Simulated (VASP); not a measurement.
## BePd: single point with LDA

Crystal: BePd.

```
CELL_PARAMETERS angstrom
2.81300 -0.01406 -0.01406
-0.01406 2.81300 -0.01406
-0.01406 -0.01406 2.81300
ATOMIC_POSITIONS crystal
Be 0.00000 0.00000 0.00000
Pd 0.50000 0.50000 0.50000
```

This cell differs from its parent crystal: equal xy, yz and zx shear strains of -1 %.

```json
{
  "Program": "VASP 6.6.1",
  "Task": "single point",
  "Functional": "LDA",
  "Potentials or basis": "VASP PAW LDA potentials, release 64 (Be, Pd)",
  "Cutoff": "520 eV",
  "k mesh": "12 × 12 × 12",
  "Occupations": "fermi-dirac, width 0.08 eV",
  "Spin": "no spin polarisation"
}
```

| Quantity | Value |
| --- | --- |
| Pressure | -7.3 GPa |
| Band gap on the k mesh | zero (band 6 reaches 14.46 eV, above the bottom of band 7 at 8.41 eV) |

Stress tensor (GPa, compression positive):
```
-7.34  0.71  0.71
 0.71 -7.34  0.71
 0.71  0.71 -7.34
```

Levels at points of the mesh, in eV from the Fermi level:
```csv
k point,band 3,band 4,band 5,band 6,band 7,band 8,band 9,band 10
"(0.00, 0.00, 0.00)",-5.61,-2.36,-2.31,-2.31,5.24,5.32,5.32,14.40
"(0.50, 0.00, 0.00)",-4.63,-3.92,-3.85,-2.19,-0.02,10.05,10.13,11.49
"(0.50, 0.50, 0.00)",-3.35,-3.34,-1.92,-1.79,-1.29,5.42,6.13,8.64
"(0.50, 0.50, 0.50)",-6.39,-1.21,-1.21,4.76,5.48,5.48,5.80,6.66
```

Wall time 28 s on 1 thread of Intel(R) Xeon(R) Platinum 8259CL CPU @ 2.50GHz (Skylake/Cascade Lake), on a shared host, peak memory 0.18 GiB.

Caveat: the cell differs from its parent crystal (equal xy, yz and zx shear strains of -1 %).
